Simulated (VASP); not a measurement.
# As (Pm-3m) in VASP: a series of runs

The runs below take As through relaxation of cell and atoms, with PBE, PBE+D4, revPBE+D3(BJ).

Program: VASP 6.6.1. These are calculated values, not measurements. Logs are shortened: lines on timing, memory, paths and dates and some standing lists are left out, and cuts for length are marked.

### 1 The cell of the first run

It takes space group Pm-3m (No. 221, cubic). Conventional cell: a = 2.704 Å, b = 2.704 Å, c = 2.704 Å, α = 90.00°, β = 90.00°, γ = 90.00°. As (site symmetry m-3m) has 6 As at 2.70 Å within 3.6 Å.

### 2 Relaxation of cell and atoms, PBE

File INCAR:

```
PREC = Accurate ; ENCUT = 600
EDIFF = 1E-6 ; ISMEAR = -1
SIGMA = 0.3 ; LREAL = False
LASPH = True ; NELM = 100
ALGO = Normal ; ISIF = 3
LWAVE = False ; LCHARG = False
GGA = PE ; IBRION = 2
NSW = 80 ; EDIFFG = -0.001
```

File KPOINTS:

```
regular mesh
0
Gamma
  7 7 7
```

File POSCAR:

```
As
1.0
    2.7036800000      0.0000000000      0.0000000000
    0.0000000000      2.7036800000      0.0000000000
    0.0000000000      0.0000000000      2.7036800000
As
1
Direct
    0.5000000000      0.5000000000      0.5000000000
```

Potentials or basis: VASP PAW PBE potentials, release 64 (As).

Started as:

```console
> cat potpaw_PBE.64/As/POTCAR > POTCAR
> mpirun -np 1 vasp_std > vasp.out
```

OUTCAR:

```text
PREC = Accurate
   ENCUT = 600
   EDIFF = 1E-6
   ISMEAR = -1
   LREAL = False
   LASPH = True
   NELM = 100
   ISIF = 3
   GGA = PE
   IBRION = 2
   NSW = 80
   EDIFFG = -0.001

 ion  position               nearest neighbor table
   1  0.500  0.500  0.500-

  LATTYP: Found a simple cubic cell.
 ALAT       =     2.7036800000

  Lattice vectors:

 A1 = (   2.7036800000,   0.0000000000,   0.0000000000)
 A2 = (   0.0000000000,   2.7036800000,   0.0000000000)
 A3 = (   0.0000000000,   0.0000000000,   2.7036800000)

Analysis of symmetry for initial positions (statically):
=====================================================================
 Subroutine PRICEL returns:
 Original cell was already a primitive cell.

 Routine SETGRP: Setting up the symmetry group for a
 simple cubic supercell.

 Subroutine GETGRP returns: Found 48 space group operations
[... 9 lines left out ...]

 Routine SETGRP: Setting up the symmetry group for a
 simple cubic supercell.

 Subroutine GETGRP returns: Found 48 space group operations
[... 11 lines left out ...]
                                     Primitive cell

  volume of cell :      19.7636

  direct lattice vectors                    reciprocal lattice vectors
     2.703680000  0.000000000  0.000000000     0.369866256  0.000000000  0.000000000
     0.000000000  2.703680000  0.000000000     0.000000000  0.369866256  0.000000000
     0.000000000  0.000000000  2.703680000     0.000000000  0.000000000  0.369866256

  length of vectors
     2.703680000  2.703680000  2.703680000     0.369866256  0.369866256  0.369866256

  position of ions in fractional coordinates (direct lattice)
     0.500000000  0.500000000  0.500000000

  ion indices of the primitive-cell ions
   primitive index   ion index
                 1           1

----------------------------------------------------------------------------------------

 KPOINTS: regular mesh

Automatic generation of k-mesh.
 Grid dimensions read from file:
 generate k-points for:    7    7    7

 Generating k-lattice:

  Cartesian coordinates                     Fractional coordinates (reciprocal lattice)
     0.052838037  0.000000000  0.000000000     0.142857143  0.000000000  0.000000000
     0.000000000  0.052838037  0.000000000     0.000000000  0.142857143  0.000000000
     0.000000000  0.000000000  0.052838037     0.000000000  0.000000000  0.142857143

  Length of vectors
[... 34 lines left out ...]
   total plane-waves  NPLWV =  13824
   dimension x,y,z NGX =    24 NGY =   24 NGZ =   24
   dimension x,y,z NGXF=    48 NGYF=   48 NGZF=   48
   ions per type =               1
   NGX,Y,Z   is equivalent  to a cutoff of  14.76, 14.76, 14.76 a.u.
   NGXF,Y,Z  is equivalent  to a cutoff of  29.51, 29.51, 29.51 a.u.
 SYSTEM =  unknown system
   PREC   = accura    normal or accurate (medium, high low for compatibility)
   ISTART =      0    job   : 0-new  1-cont  2-samecut
   ICHARG =      2    charge: 1-file 2-atom 10-const
   ISPIN  =      1    spin polarized calculation?
   LNONCOLLINEAR =      F non collinear calculations
   LSORBIT =      F    spin-orbit coupling
   LASPH  =      T    aspherical Exc in radial PAW
   ENCUT  =  600.0 eV  44.10 Ry    6.64 a.u.   5.40  5.40  5.40*2*pi/ulx,y,z
   NELM   =    100;   NELMIN=  2; NELMDL= -5     # of ELM steps
   EDIFF  = 0.1E-05   stopping-criterion for ELM
   LREAL  =      F    real-space projection
   EDIFFG = -.1E-02   stopping-criterion for IOM
   NSW    =     80    number of steps for IOM
   IBRION =      2    ionic relax: 0-MD 1-quasi-New 2-CG
   NFREE  =      1    steps in history (QN), initial steepest desc. (CG)
   ISIF   =      3    stress and relaxation
   ISYM   =      2    0-nonsym 1-usesym 2-fastsym
   POTIM  = 0.5000    time-step for ionic-motion
   TEBEG  =    0.0;   TEEND  =   0.0 temperature during run
   PSTRESS=    0.0 pullay stress
   NELECT =       5.0000    total number of electrons
   NUPDOWN=      -1.0000    fix difference up-down
   EMIN   =  10.00;   EMAX   =-10.00  energy-range for DOS
   EFERMI =   0.00;   METHOD = LEGACY
   ISMEAR =    -1;   SIGMA  =   0.30  broadening in eV -4-tet -1-fermi 0-gaus
   EFERMI_NEDOS =   21; number of points for ismear=-14 and -15
   IALGO  =     38    algorithm
   IMIX   =      4    mixing-type and parameters
     AMIX     =   0.40;   BMIX     =  1.00
     AMIX_MAG =   1.60;   BMIX_MAG =  1.00
  volume/ion in A,a.u.               =      19.76       133.37
  Fermi-wavevector in a.u.,A,eV,Ry     =   1.035403  1.956629 14.586262  1.072060
  Thomas-Fermi vector in A             =   2.169745
   LORBIT       =      0    0 simple, 1 ext, 2 COOP (PROOUT), +10 PAW based schemes
   GGA     = PE    functional components
   LHFCALC =     F    Hartree Fock is set to
   AEXX    =    0.0000 exact exchange contribution
   IVDW    =     0    specifies the selected vdW correction
   LEPSILON=     F    determine dielectric tensor
   LRPA    =     F    only Hartree local field effects (RPA)
 conjugate gradient relaxation of ions
 non-spin polarized calculation
  energy-cutoff  :      600.00
  volume of cell :       19.76
 maximum number of plane-waves:       691
 NGX is ok and might be reduce to    24
   NGX = 11   NGY = 11   NGZ = 11

--------------------------------------- Ionic step        1  -------------------------------------------

 number of electron       5.0000001 magnetization

 Free energy of the ion-electron system (eV)
  ---------------------------------------------------
  ext. energy  EPLUGINS =         0.00000000
  ---------------------------------------------------
  free energy    TOTEN  =        -4.64677971 eV

  energy without entropy =       -4.53552714  energy(sigma->0) =       -4.59115343

------------------------ aborting loop because EDIFF is reached ----------------------------------------

  FORCE on cell =-STRESS in cart. coord.  units (eV):
  Direction    XX          YY          ZZ          XY          YZ          ZX
  --------------------------------------------------------------------------------------
  -------------------------------------------------------------------------------------
  Total        0.3913002      0.3913002      0.3913002     -0.0000000     -0.0000000     -0.0000000
  in kB       31.7215795     31.7215795     31.7215795     -0.0000000     -0.0000000     -0.0000000
  external PRESSURE =      31.7215795 kB  Pullay stress =       0.0000000 kB
[... 197 lines left out ...]
--------------------------------------- Ionic step        7  -------------------------------------------

 number of electron       5.0000000 magnetization

 Free energy of the ion-electron system (eV)
  ---------------------------------------------------
  ext. energy  EPLUGINS =         0.00000000
  ---------------------------------------------------
  free energy    TOTEN  =        -4.65388607 eV

  energy without entropy =       -4.53781401  energy(sigma->0) =       -4.59585004

 E-fermi :   5.4519     XC(G=0): -10.2707

 val. band max:        4.9786295216   @ k =   0.4286   0.2857   0.1429
 cond. band min:       5.4541765263   @ k =   0.4286   0.2857   0.2857
 fundamental gap:      0.4755470046
 Fermi energy:         5.4519215031

 k-point     1 :       0.0000    0.0000    0.0000
  band No.  band energies     occupation
      1      -9.1315      2.00000
      2       9.5313      0.00000
      3       9.5313      0.00000
      4       9.5313      0.00000
      5      13.9822      0.00000
      6      13.9822      0.00000
[... 197 lines left out ...]
  FREE ENERGIE OF THE ION-ELECTRON SYSTEM (eV)
  ---------------------------------------------------
  free  energy   TOTEN  =        -4.6538860709 eV

  energy  without entropy=       -4.5378140115  energy(sigma->0) =       -4.59585004

 reached required accuracy - stopping structural energy minimisation
```

CONTCAR:

```text
As
   1.00000000000000
     2.7374313362029148   -0.0000000000000000   -0.0000000000000000
    -0.0000000000000000    2.7374313362029148    0.0000000000000000
     0.0000000000000000   -0.0000000000000000    2.7374313362029148
  As
     1
Direct
     0.5000000000000000    0.5000000000000000    0.5000000000000000

  0.00000000E+00  0.00000000E+00  0.00000000E+00
```

Wall time 16 s (1 thread of Intel Xeon 8259CL, shared host); peak memory 0.14 GiB.

What came out:

```
Free energy                            : -4.6539 eV
Relaxed volume                         : 20.51 Å³/atom
Relaxed cell                           : a = 2.737 Å, b = 2.737 Å, c = 2.737 Å, α = 90.00°, β = 90.00°, γ = 90.00°
Space group after relaxing (to 0.05 Å) : Pm-3m (No. 221)
Energy gained by relaxing              : 7.1 meV/atom
Ionic steps                            : 7
Pressure after relaxing                : 0.0 GPa
```

The path:
| step | energy change (eV) | largest force (eV/Å) | pressure (GPa) | volume (Å³) |
| --- | --- | --- | --- | --- |
| 1 | 0.0000 | 0.0000 | 3.17 | 19.76 |
| 2 | -0.0053 | 0.0000 | -1.45 | 20.90 |
| 3 | -0.0071 | 0.0000 | 0.01 | 20.51 |
| 4 | -0.0071 | 0.0000 | -0.05 | 20.52 |
| 5 | -0.0071 | 0.0000 | 0.02 | 20.50 |
| 6 | -0.0071 | 0.0000 | 0.02 | 20.51 |
| 7 | -0.0071 | 0.0000 | 0.00 | 20.51 |

Final structure:
```
CELL_PARAMETERS angstrom
2.73743 0.00000 0.00000
0.00000 2.73743 0.00000
0.00000 0.00000 2.73743
ATOMIC_POSITIONS crystal
As 0.50000 0.50000 0.50000
```

### 3 Relaxation of cell and atoms, PBE+D4

File INCAR:

```
PREC     = Accurate       # precision mode
ENCUT    = 600            # plane-wave cutoff, eV
EDIFF    = 1E-6           # SCF threshold, eV
ISMEAR   = -1             # smearing method
SIGMA    = 0.3            # smearing width, eV
LREAL    = F              # projectors in reciprocal space
LASPH    = T              # aspherical terms in the spheres
NELM     = 100            # most SCF steps
ALGO     = Normal         # electronic algorithm
ISIF     = 3              # what is computed and relaxed
LWAVE    = F              # write WAVECAR
LCHARG   = F              # write CHGCAR
GGA      = PE             # functional
IVDW     = 13             # dispersion correction
IBRION   = 2              # ionic algorithm
NSW      = 80             # ionic steps
EDIFFG   = -0.001         # ionic threshold
```

File KPOINTS:

```
Automatic mesh
0
Gamma
  7 7 7
```

POSCAR is that of step 2.

Potentials or basis: VASP PAW PBE potentials, release 64 (As).

Started as:

```console
> cat potpaw_PBE.64/As/POTCAR > POTCAR
> mpirun -np 1 vasp_std > vasp.out
```

It took 30 s on 1 thread of Intel Xeon 8259CL, shared host; peak memory 0.14 GiB.

Results (log left out):

* Free energy: -5.1359 eV
* Relaxed volume: 19.65 Å³/atom
* Relaxed cell: a = 2.698 Å, b = 2.698 Å, c = 2.698 Å, α = 90.00°, β = 90.00°, γ = 90.00°
* Space group after relaxing (to 0.05 Å): Pm-3m (No. 221)
* Energy gained by relaxing: 0.2 meV/atom
* Ionic steps: 15
* Pressure after relaxing: 0.0 GPa
* Dispersion energy per atom: -0.492 eV

Step by step:
```csv
step,energy change (eV),largest force (eV/Å),pressure (GPa),volume (Å³)
1,0.0000,0.0000,-0.53,19.76
2,-0.0001,0.0000,0.31,19.58
3,-0.0002,0.0000,0.02,19.64
4,-0.0002,0.0000,0.01,19.65
5,-0.0002,0.0000,-0.10,19.67
6,-0.0002,0.0000,-0.01,19.65
7,-0.0002,0.0000,-0.01,19.65
8,-0.0002,0.0000,-0.01,19.65
9,-0.0002,0.0000,-0.01,19.65
10,-0.0002,0.0000,-0.01,19.65
11,-0.0002,0.0000,-0.01,19.65
12,-0.0002,0.0000,-0.01,19.65
13,-0.0002,0.0000,-0.01,19.65
14,-0.0002,0.0000,-0.01,19.65
15,-0.0002,0.0000,-0.01,19.65
```

Final structure:
```
As
1.0
     2.69834    0.00000    0.00000
     0.00000    2.69834    0.00000
     0.00000    0.00000    2.69834
As
1
Direct
  0.50000 0.50000 0.50000
```

Levels at points of the mesh, in eV from the Fermi level:
| k point | band 1 | band 2 | band 3 | band 4 | band 5 |
| --- | --- | --- | --- | --- | --- |
| (0.00, 0.00, 0.00) | -14.97 | 4.24 | 4.24 | 4.24 | 8.56 |

Caveat: pairwise dispersion overbinds metals, which lowers pressure and volume.

### 4 Relaxation of cell and atoms, revPBE+D3(BJ)

File INCAR:

```
SYSTEM = As
PREC = Accurate
ENCUT = 600
EDIFF = 1E-7
ISMEAR = -1
SIGMA = 0.3
LREAL = .False.
LASPH = .True.
NELM = 80
ALGO = Normal
ISIF = 3
LWAVE = .False.
LCHARG = .False.
GGA = RE
IVDW = 12
IBRION = 2
NSW = 80
EDIFFG = -0.001
```

File KPOINTS:

```
Automatic mesh
0
Gamma
  7 7 7
  0 0 0
```

POSCAR is that of step 3.

Started as:

```console
> cat potpaw_PBE.64/As/POTCAR > POTCAR
> mpirun -np 1 vasp_std > vasp.out
```

It took 36 s on 1 thread of Intel Xeon 8259CL, shared host; peak memory 0.15 GiB.

Results (log left out):

```
Free energy                            : -5.2100 eV
Relaxed volume                         : 19.11 Å³/atom
Relaxed cell                           : a = 2.673 Å, b = 2.673 Å, c = 2.673 Å, α = 90.00°, β = 90.00°, γ = 90.00°
Space group after relaxing (to 0.05 Å) : Pm-3m (No. 221)
Energy gained by relaxing              : 6.3 meV/atom
Ionic steps                            : 17
Pressure after relaxing                : 0.0 GPa
Dispersion energy per atom             : -0.924 eV
```

Step by step:
| step | energy change (eV) | largest force (eV/Å) | pressure (GPa) | volume (Å³) |
| --- | --- | --- | --- | --- |
| 1 | 0.0000 | 0.0000 | -2.96 | 19.76 |
| 2 | -0.0041 | 0.0000 | 1.94 | 18.74 |
| 3 | -0.0063 | 0.0000 | 0.01 | 19.10 |
| 4 | -0.0063 | 0.0000 | -0.05 | 19.12 |
| 5 | -0.0063 | 0.0000 | -0.05 | 19.12 |
| 6 | -0.0063 | 0.0000 | -0.05 | 19.12 |
| 7 | -0.0063 | 0.0000 | -0.05 | 19.12 |
| 8 | -0.0063 | 0.0000 | -0.05 | 19.12 |
| 9 | -0.0063 | 0.0000 | -0.05 | 19.12 |
| 10 | -0.0063 | 0.0000 | -0.05 | 19.12 |
| 11 | -0.0063 | 0.0000 | -0.05 | 19.12 |
| 12 | -0.0063 | 0.0000 | -0.05 | 19.12 |
| 13 | -0.0063 | 0.0000 | -0.04 | 19.11 |
| 14 | -0.0063 | 0.0000 | -0.04 | 19.11 |
| 15 | -0.0063 | 0.0000 | -0.03 | 19.11 |
| 16 | -0.0063 | 0.0000 | 0.02 | 19.10 |
| 17 | -0.0063 | 0.0000 | 0.01 | 19.11 |

Final structure:
```
As
1.0
     2.67334    0.00000    0.00000
     0.00000    2.67334    0.00000
     0.00000    0.00000    2.67334
As
1
Cartesian
  1.3367 1.3367 1.3367
```

Levels at points of the mesh, in eV from the Fermi level:
```csv
k point,band 1,band 2,band 3,band 4,band 5,band 6
"(0.00, 0.00, 0.00)",-15.23,4.36,4.36,4.36,8.55,8.55
```

Caveat: the PAW data sets were made with another functional, which shifts forces and pressure a little; pairwise dispersion overbinds metals, which lowers pressure and volume.

### 5 Overview

```tsv
level	gap on the mesh (eV)	pressure (GPa)	relaxed volume (Å³/atom)
PBE	none	0.0	20.51
PBE+D4	none	0.0	19.65
revPBE+D3(BJ)	none	0.0	19.11
```

Alike in all rows: task relaxation of cell and atoms; potentials or basis VASP PAW PBE potentials, release 64 (As); no spin polarisation; cell relaxed; k mesh 7 × 7 × 7; cutoff (eV) 600; smearing fermi-dirac 0.3 eV.

Caveats: pairwise dispersion overbinds metals, which lowers pressure and volume (some runs); the PAW data sets were made with another functional, which shifts forces and pressure a little (some runs).

Total energies depend on the potentials used, so only differences within one code and one set of settings carry meaning.
